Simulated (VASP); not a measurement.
# Ag (I4/mmm) in VASP: single point with r2SCAN

Aim: the single point of Ag with r2SCAN.

Everything below comes from runs of VASP 6.6.1. Logs are shortened: lines on timing, memory, paths and dates and some standing lists are left out, and cuts for length are marked.

## (1) The cell of the first run

The structure is tetragonal, space group I4/mmm (No. 139). The conventional cell has a = 3.170 Å, b = 3.170 Å, c = 3.491 Å, α = 90.00°, β = 90.00°, γ = 90.00°. Ag (site symmetry 4/mmm) has 14 Ag at 2.84 to 3.49 Å within 3.7 Å.

## (2) Single point, r2SCAN (biaxial strain in the a-b plane: -3.0 %, then relaxed in part)

POSCAR

```
Ag
1.0
    3.1704792353      0.0000000000      0.0000000000
    0.0000000000      3.1704792353      0.0000000000
    0.0000000000      0.0000000000      3.4906472163
Ag
2
Direct
    0.0000000000      0.0000000000      0.0000000000
    0.5000000000      0.5000000000      0.5000000000
```

INCAR.step1

```
SYSTEM = Ag
  ALGO = Normal
  EDIFF = 1E-4
  ENCUT = 520
  GGA = PE
  ISMEAR = 0
  LASPH = .TRUE.
  LCHARG = .FALSE.
  LREAL = .FALSE.
  LWAVE = .TRUE.
  NBANDS = 18
  NELM = 80
  PREC = Accurate
  SIGMA = 0.1
```

INCAR.step2

```
SYSTEM = Ag
  ALGO = Normal
  EDIFF = 1E-6
  ENCUT = 520
  ISIF = 2
  ISMEAR = 0
  ISTART = 1
  LASPH = .TRUE.
  LCHARG = .FALSE.
  LMIXTAU = .TRUE.
  LREAL = .FALSE.
  LWAVE = .FALSE.
  METAGGA = R2SCAN
  NBANDS = 18
  NELM = 80
  PREC = Accurate
  SIGMA = 0.1
```

KPOINTS

```
k-points
0
G
  16 16 16
  0 0 0
```

Potentials or basis: VASP PAW PBE potentials, release 64 (Ag).

On the command line:

```console
cat potpaw_PBE.64/Ag/POTCAR > POTCAR
cp INCAR.step1 INCAR
mpirun -np 1 vasp_std > vasp.out
cp INCAR.step2 INCAR
mpirun -np 1 vasp_std > vasp.out
```

OUTCAR:

```text
SYSTEM = Ag
   EDIFF = 1E-6
   ENCUT = 520
   ISIF = 2
   ISMEAR = 0
   ISTART = 1
   LASPH = .TRUE.
   LREAL = .FALSE.
   METAGGA = R2SCAN
   NELM = 80
   PREC = Accurate

 ion  position               nearest neighbor table
   1  0.000  0.000  0.000-   2 2.84   2 2.84   2 2.84   2 2.84   2 2.84   2 2.84   2 2.84   2 2.84

   2  0.500  0.500  0.500-   1 2.84   1 2.84   1 2.84   1 2.84   1 2.84   1 2.84   1 2.84   1 2.84

  LATTYP: Found a simple tetragonal cell.
 ALAT       =     3.1704792353
 C/A-ratio  =     1.1009840965

  Lattice vectors:

 A1 = (   3.1704792353,   0.0000000000,   0.0000000000)
 A2 = (   0.0000000000,   3.1704792353,   0.0000000000)
 A3 = (   0.0000000000,   0.0000000000,   3.4906472163)

Analysis of symmetry for initial positions (statically):
=====================================================================
 Subroutine PRICEL returns following result:

  LATTYP: Found a body centered tetragonal cell.
 ALAT       =     3.1704792353
 C/A-ratio  =     1.1009840965

  Lattice vectors:

 A1 = (  -1.5852396177,  -1.5852396177,  -1.7453236082)
 A2 = (   1.5852396177,   1.5852396177,  -1.7453236081)
 A3 = (   1.5852396177,  -1.5852396177,   1.7453236082)

   2 primitive cells build up your supercell.

 Routine SETGRP: Setting up the symmetry group for a
 simple tetragonal supercell.

 Subroutine GETGRP returns: Found 16 space group operations
 (whereof 16 operations were pure point group operations)
 out of a pool of 16 trial point group operations.

The static configuration has the point symmetry D_4h.

Analysis of symmetry for dynamics (positions and initial velocities):
=====================================================================
 Subroutine PRICEL returns following result:

  LATTYP: Found a body centered tetragonal cell.
 ALAT       =     3.1704792353
 C/A-ratio  =     1.1009840965

  Lattice vectors:

 A1 = (  -1.5852396177,  -1.5852396177,  -1.7453236082)
 A2 = (   1.5852396177,   1.5852396177,  -1.7453236081)
 A3 = (   1.5852396177,  -1.5852396177,   1.7453236082)

   2 primitive cells build up your supercell.

 Routine SETGRP: Setting up the symmetry group for a
 simple tetragonal supercell.

 Subroutine GETGRP returns: Found 16 space group operations
 (whereof 16 operations were pure point group operations)
 out of a pool of 16 trial point group operations.

The dynamic configuration has the point symmetry D_4h.

 Subroutine INISYM returns: Found 16 space group operations
 (whereof 16 operations are pure point group operations),
 and found     2 'primitive' translations

----------------------------------------------------------------------------------------

                                     Primitive cell

  volume of cell :      17.5439

  direct lattice vectors                    reciprocal lattice vectors
    -1.585239618 -1.585239618 -1.745323608     0.000000000 -0.315409730 -0.286479824
     1.585239618  1.585239618 -1.745323608     0.315409730  0.000000000 -0.286479824
     1.585239618 -1.585239618  1.745323608     0.315409730 -0.315409730  0.000000000

  length of vectors
     2.841148322  2.841148322  2.841148322     0.426091525  0.426091525  0.446056718

  position of ions in fractional coordinates (direct lattice)
     0.000000000  0.000000000  0.000000000

  ion indices of the primitive-cell ions
   primitive index   ion index
                 1           1

----------------------------------------------------------------------------------------

 KPOINTS: k-points

Automatic generation of k-mesh.
 Grid dimensions read from file:
 generate k-points for:   16   16   16

 Generating k-lattice:

  Cartesian coordinates                     Fractional coordinates (reciprocal lattice)
     0.019713108  0.000000000  0.000000000     0.062500000  0.000000000  0.000000000
     0.000000000  0.019713108  0.000000000     0.000000000  0.062500000  0.000000000
     0.000000000  0.000000000  0.017904989     0.000000000  0.000000000  0.062500000

  Length of vectors
     0.019713108  0.019713108  0.017904989

  Shift w.r.t. Gamma in fractional coordinates (k-lattice)
     0.000000000  0.000000000  0.000000000

 Subroutine IBZKPT returns following result:
 ===========================================

 Found    405 irreducible k-points:

 Following reciprocal coordinates:
            Coordinates               Weight
  0.000000  0.000000  0.000000      1.000000
  0.062500  0.000000  0.000000      4.000000
  0.125000  0.000000  0.000000      4.000000
  0.187500  0.000000  0.000000      4.000000
  0.250000  0.000000  0.000000      4.000000
  0.312500  0.000000  0.000000      4.000000
[... 16 lines left out ...]
  0.437500  0.125000  0.000000      8.000000
  0.500000  0.125000  0.000000      4.000000
 [... further k-points ...]
   k-points           NKPTS =    405   k-points in BZ     NKDIM =    405   number of bands    NBANDS=     18
   number of dos      NEDOS =    301   number of ions     NIONS =      2
   total plane-waves  NPLWV =  16128
   dimension x,y,z NGX =    24 NGY =   24 NGZ =   28
   dimension x,y,z NGXF=    48 NGYF=   48 NGZF=   56
   ions per type =               2
   NGX,Y,Z   is equivalent  to a cutoff of  12.58, 12.58, 13.34 a.u.
   NGXF,Y,Z  is equivalent  to a cutoff of  25.17, 25.17, 26.67 a.u.
 SYSTEM =  Ag
   PREC   = accura    normal or accurate (medium, high low for compatibility)
   ISTART =      1    job   : 0-new  1-cont  2-samecut
   ICHARG =      0    charge: 1-file 2-atom 10-const
   ISPIN  =      1    spin polarized calculation?
   LNONCOLLINEAR =      F non collinear calculations
   LSORBIT =      F    spin-orbit coupling
   LASPH  =      T    aspherical Exc in radial PAW
   ENCUT  =  520.0 eV  38.22 Ry    6.18 a.u.   5.89  5.89  6.49*2*pi/ulx,y,z
   NELM   =     80;   NELMIN=  2; NELMDL=  0     # of ELM steps
   EDIFF  = 0.1E-05   stopping-criterion for ELM
   LREAL  =      F    real-space projection
   EDIFFG = 0.1E-04   stopping-criterion for IOM
   NSW    =      0    number of steps for IOM
   IBRION =     -1    ionic relax: 0-MD 1-quasi-New 2-CG
   NFREE  =      0    steps in history (QN), initial steepest desc. (CG)
   ISIF   =      2    stress and relaxation
   ISYM   =      2    0-nonsym 1-usesym 2-fastsym
   POTIM  = 0.5000    time-step for ionic-motion
   TEBEG  =    0.0;   TEEND  =   0.0 temperature during run
   PSTRESS=    0.0 pullay stress
   NELECT =      22.0000    total number of electrons
   NUPDOWN=      -1.0000    fix difference up-down
   EMIN   =  10.00;   EMAX   =-10.00  energy-range for DOS
   EFERMI =   0.00;   METHOD = LEGACY
   ISMEAR =     0;   SIGMA  =   0.10  broadening in eV -4-tet -1-fermi 0-gaus
   EFERMI_NEDOS =   21; number of points for ismear=-14 and -15
   IALGO  =     38    algorithm
   IMIX   =      4    mixing-type and parameters
     AMIX     =   0.40;   BMIX     =  1.00
     AMIX_MAG =   1.60;   BMIX_MAG =  1.00
  volume/ion in A,a.u.               =      17.54       118.39
  Fermi-wavevector in a.u.,A,eV,Ry     =   1.401190  2.647866 26.712785  1.963334
  Thomas-Fermi vector in A             =   2.524076
   LORBIT       =      0    0 simple, 1 ext, 2 COOP (PROOUT), +10 PAW based schemes
   METAGGA = R2SCAN    functional components
   LHFCALC =     F    Hartree Fock is set to
   AEXX    =    0.0000 exact exchange contribution
   IVDW    =     0    specifies the selected vdW correction
   LEPSILON=     F    determine dielectric tensor
   LRPA    =     F    only Hartree local field effects (RPA)
 non-spin polarized calculation
 Gauss-broadening in eV      SIGMA  =   0.10
  energy-cutoff  :      520.00
  volume of cell :       35.09
 maximum number of plane-waves:       964
 NGX is ok and might be reduce to    24
   NGX = 11   NGY = 11   NGZ = 13

 number of electron      22.0000004 magnetization

 Free energy of the ion-electron system (eV)
  ---------------------------------------------------
  ext. energy  EPLUGINS =         0.00000000
  ---------------------------------------------------
  free energy    TOTEN  =       -42.65952376 eV

  energy without entropy =      -42.65642166  energy(sigma->0) =      -42.65797271

 E-fermi :   8.0510     XC(G=0): -12.7688

 val. band max:        8.0295375803   @ k =   0.4375   0.2500   0.3125
 cond. band min:       8.0572906138   @ k =   0.5000   0.0625   0.4375
 fundamental gap:      0.0277530335
 Fermi energy:         8.0509665712

 k-point     1 :       0.0000    0.0000    0.0000
  band No.  band energies     occupation
      1       0.3092      2.00000
      2       1.4750      2.00000
      3       1.5185      2.00000
      4       2.7975      2.00000
      5       2.7975      2.00000
      6       3.1900      2.00000
[... 10 lines left out ...]
     17      22.6770      0.00000
     18      25.6711      0.00000

 k-point     2 :       0.0625    0.0000    0.0000
  band No.  band energies     occupation
      1       0.3793      2.00000
      2       1.5050      2.00000
      3       1.5527      2.00000
      4       2.7961      2.00000
      5       2.8171      2.00000
      6       3.1873      2.00000
[... 10 lines left out ...]
     17      23.1588      0.00000
     18      25.7076      0.00000

 k-point     3 :       0.1250    0.0000    0.0000
  band No.  band energies     occupation
      1       0.5860      2.00000
      2       1.5860      2.00000
      3       1.6597      2.00000
      4       2.7938      2.00000
      5       2.8753      2.00000
      6       3.1812      2.00000
[... 10 lines left out ...]
     17      24.5926      0.00000
     18      25.7587      0.00000

 k-point     4 :       0.1875    0.0000    0.0000
  band No.  band energies     occupation
      1       0.9165      2.00000
      2       1.7102      2.00000
      3       1.8325      2.00000
      4       2.7961      2.00000
      5       2.9702      2.00000
      6       3.1768      2.00000
[... 10 lines left out ...]
     17      25.2195      0.00000
     18      25.6103      0.00000

 k-point     5 :       0.2500    0.0000    0.0000
  band No.  band energies     occupation
      1       1.3443      2.00000
      2       1.8748      2.00000
      3       2.0495      2.00000
      4       2.8109      2.00000
      5       3.0989      2.00000
      6       3.1817      2.00000
[... 10 lines left out ...]
     17      24.3028      0.00000
     18      24.9840      0.00000

 k-point     6 :       0.3125    0.0000    0.0000
  band No.  band energies     occupation
      1       1.8181      2.00000
      2       2.0741      2.00000
      3       2.2831      2.00000
      4       2.8474      2.00000
      5       3.2046      2.00000
      6       3.2572      2.00000
[... 10 lines left out ...]
     17      23.3943      0.00000
     18      23.9315      0.00000

 k-point     7 :       0.3750    0.0000    0.0000
  band No.  band energies     occupation
      1       2.2502      2.00000
      2       2.2976      2.00000
      3       2.5023      2.00000
      4       2.9147      2.00000
      5       3.2539      2.00000
      6       3.3747      2.00000
[... 10 lines left out ...]
     17      22.6824      0.00000
     18      22.8208      0.00000

 k-point     8 :       0.4375    0.0000    0.0000
  band No.  band energies     occupation
      1       2.5176      2.00000
      2       2.5380      2.00000
      3       2.6861      2.00000
      4       3.0207      2.00000
      5       3.1287      2.00000
      6       3.3363      2.00000
[... 10 lines left out ...]
     17      21.6902      0.00000
     18      23.0646      0.00000
[... 229 lines left out ...]
     17      24.9016      0.00000
     18      25.6631      0.00000

 k-point    20 :       0.2500    0.1250    0.0000
  band No.  band energies     occupation
      1       1.5159      2.00000
      2       1.9637      2.00000
      3       2.1570      2.00000
      4       2.5551      2.00000
      5       3.2018      2.00000
      6       3.4193      2.00000
[... 10 lines left out ...]
     17      24.6670      0.00000
     18      24.7934      0.00000

 k-point    21 :       0.3125    0.1250    0.0000
  band No.  band energies     occupation
      1       1.8817      2.00000
      2       2.1302      2.00000
      3       2.3742      2.00000
      4       2.5534      2.00000
      5       3.2374      2.00000
      6       3.4539      2.00000
[... 10 lines left out ...]
     17      23.4875      0.00000
     18      24.1184      0.00000

 k-point    22 :       0.3750    0.1250    0.0000
  band No.  band energies     occupation
      1       2.1688      2.00000
      2       2.2978      2.00000
      3       2.5680      2.00000
      4       2.5896      2.00000
      5       3.1926      2.00000
      6       3.2094      2.00000
[... 10 lines left out ...]
     17      22.4778      0.00000
     18      22.8289      0.00000

 k-point    23 :       0.4375    0.1250    0.0000
  band No.  band energies     occupation
      1       2.3503      2.00000
      2       2.4189      2.00000
      3       2.6693      2.00000
      4       2.7353      2.00000
      5       2.9713      2.00000
      6       3.0836      2.00000
[... 10 lines left out ...]
     17      21.5196      0.00000
     18      21.6939      0.00000

 k-point    24 :       0.5000    0.1250    0.0000
  band No.  band energies     occupation
      1       2.4365      2.00000
      2       2.4365      2.00000
      3       2.7961      2.00000
      4       2.7961      2.00000
      5       2.9096      2.00000
      6       2.9096      2.00000
[... 10 lines left out ...]
     17      21.0604      0.00000
     18      21.0604      0.00000

 [... further k-points ...]

------------------------ aborting loop because EDIFF is reached ----------------------------------------

  FORCE on cell =-STRESS in cart. coord.  units (eV):
  Direction    XX          YY          ZZ          XY          YZ          ZX
  --------------------------------------------------------------------------------------
  -------------------------------------------------------------------------------------
  Total       -0.2242040     -0.2242040      0.0301910      0.0000000      0.0000000     -0.0000000
  in kB      -10.2376017    -10.2376017      1.3785812      0.0000000      0.0000000     -0.0000000
  external PRESSURE =      -6.3655407 kB  Pullay stress =       0.0000000 kB

 VOLUME and BASIS-vectors are now :
 -----------------------------------------------------------------------------
  energy-cutoff  :      520.00
  volume of cell :       35.09
      direct lattice vectors                 reciprocal lattice vectors
     3.170479235  0.000000000  0.000000000     0.315409730  0.000000000  0.000000000
     0.000000000  3.170479235  0.000000000     0.000000000  0.315409730  0.000000000
     0.000000000  0.000000000  3.490647216     0.000000000  0.000000000  0.286479824

 POSITION                                       TOTAL-FORCE (eV/Angst)
 -----------------------------------------------------------------------------------
      0.00000      0.00000      0.00000        -0.000000     -0.000000      0.000000
      1.58524      1.58524      1.74532         0.000000      0.000000     -0.000000
 -----------------------------------------------------------------------------------
    total drift:                                0.000000      0.000000     -0.000000

  FREE ENERGIE OF THE ION-ELECTRON SYSTEM (eV)
  ---------------------------------------------------
  free  energy   TOTEN  =       -42.6595237629 eV

  energy  without entropy=      -42.6564216608  energy(sigma->0) =      -42.65797271
```

It took 6.9 min on 1 thread of Intel Xeon Platinum 8259CL at 2.50GHz (Skylake/Cascade Lake), shared host; peak memory 0.32 GiB.

What came out:

* Free energy: -42.6595 eV
* Pressure: -0.6 GPa
* Band gap on the k mesh: zero (bands 11 and 12 overlap by 8.60 eV)

Levels at points of the mesh, in eV from the Fermi level:
```csv
k point,band 7,band 8,band 9,band 10,band 11,band 12,band 13,band 14,band 15,band 16
"(0.00, 0.00, 0.00)",-4.13,-3.71,-3.20,-3.07,-3.07,5.36,8.14,8.14,11.35,14.41
"(0.50, 0.00, 0.00)",-4.59,-4.59,-4.20,-4.20,-1.64,-1.64,12.01,12.01,12.94,12.94
"(0.50, 0.50, 0.00)",-3.59,-3.59,-2.84,-2.84,0.48,0.48,4.79,4.79,12.83,12.83
"(0.00, 0.00, 0.50)",-4.53,-4.53,-4.07,-4.07,-2.64,-2.64,13.68,13.68,13.68,13.68
"(0.50, 0.00, 0.50)",-3.67,-3.67,-2.94,-2.94,-0.09,-0.09,3.84,3.84,14.37,14.37
"(0.50, 0.50, 0.50)",-3.85,-3.85,-3.58,-3.58,5.96,5.96,6.31,6.31,6.31,6.31
```

Caveat: the cell differs from its parent crystal (biaxial strain in the a-b plane: -3.0 %, then relaxed in part); the PAW data sets were made with another functional, which shifts forces and pressure a little.

The gap in the log of VASP goes by the Fermi energy; the results here count the filled bands.